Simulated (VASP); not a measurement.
TiO2, 12 atoms in the cell. Symmetry: Pbcn, No. 60, orthorhombic system. Conventional cell: a = 4.515 Å, b = 5.497 Å, c = 4.939 Å, α = 90.00°, β = 90.00°, γ = 90.00°. Ti (site symmetry 2) has 6 O at 1.87 to 2.09 Å within 2.5 Å. O (site symmetry 1) has 3 Ti at 1.87 to 2.09 Å within 2.5 Å. 

| Item | Value |
| --- | --- |
| Program | VASP 6.6.1 |
| Task | electric field gradients |
| Functional | PBE |
| Potentials or basis | VASP PAW PBE potentials, release 64 (Ti_sv, O) |
| Cutoff | 520 eV |
| k mesh | 4 × 4 × 4 |
| Occupations | fermi-dirac, width 0.02 eV |
| Spin | no spin polarisation |
| Dipole correction | no |
| Further INCAR settings | ALGO = Normal; EDIFF = 1e-08; NBANDS = 60 |

Potentials or basis: VASP PAW PBE potentials, release 64 (Ti_sv, O).

Launch:

```console
$ cat potpaw_PBE.64/Ti_sv/POTCAR potpaw_PBE.64/O/POTCAR > POTCAR
$ mpirun -np 1 vasp_std > vasp.out
```

Hardware: 1 thread of AMD EPYC 9R45 96-Core Processor (Zen 5), on a shared host.

Q: Estimate the wall time of this run.

A: Run time: 3 min on 1 thread of AMD EPYC 9R45 96-Core Processor (Zen 5) (shared host), peak memory 0.28 GiB. Counts: scf iterations 19, k points 27.
